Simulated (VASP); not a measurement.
Input of a VASP 6.6.1 run:

File INCAR:

```
SYSTEM = CaO
PREC = Accurate ; ENCUT = 520
EDIFF = 1E-6 ; ISMEAR = -1
SIGMA = 0.02 ; LREAL = Auto
LASPH = .True. ; NELM = 100
ALGO = Normal ; ISIF = 2
LWAVE = .False. ; LCHARG = .True.
GGA = PE ; LELF = .True.
LVHAR = .True. ; NBANDS = 78
```

File KPOINTS:

```
Automatic mesh
0
Gamma
  2 2 2
  0 0 0
```

The input POSCAR:

```
CaO
1.0
    0.0000000000      4.7951002376      4.7951002376
    4.7951002376      0.0000000000      4.7951002376
    4.7951002376      4.7951002376      0.0000000000
Ca O
8 8
Direct
   -0.0053300241     -0.0042143019      0.0015526266
    0.0099580817      0.0029019206      0.4948530547
    0.0051483804      0.4967756422     -0.0029121393
   -0.0048443200      0.5040808075      0.5055372943
    0.4997364771     -0.0011800588     -0.0061645218
    0.4985692439     -0.0012864173      0.5001266670
    0.4963539618      0.5019444601      0.0027453024
    0.4995631752      0.5004261394      0.5048992472
    0.2552815248      0.2551801713      0.2496918606
    0.2537774895      0.2451722470      0.7419266175
    0.2530080582      0.7439024886      0.2522187108
    0.2495014579      0.7500770207      0.7515770936
    0.7442243797      0.2510269734      0.2563682591
    0.7473319268      0.2512184189      0.7517310007
    0.7485844554      0.7524475655      0.2461238434
    0.7504072536      0.7523569521      0.7487655778
```

Potentials or basis: VASP PAW PBE potentials, release 64 (Ca_sv, O).

The run is started by

```bash
$ cat potpaw_PBE.64/Ca_sv/POTCAR potpaw_PBE.64/O/POTCAR > POTCAR
$ mpirun -np 1 vasp_std > vasp.out
```

(1) What does it give for the pressure?

(2) Predict the largest force.

(3) Estimate the band gap on the k mesh.

Answers

(1) 3.2 GPa.

(2) 0.558 eV/Å.

(3) 3.62 eV.

Caveat: the k points lie up to 0.57 Å⁻¹ apart; the atoms stand as in a frame of molecular dynamics.
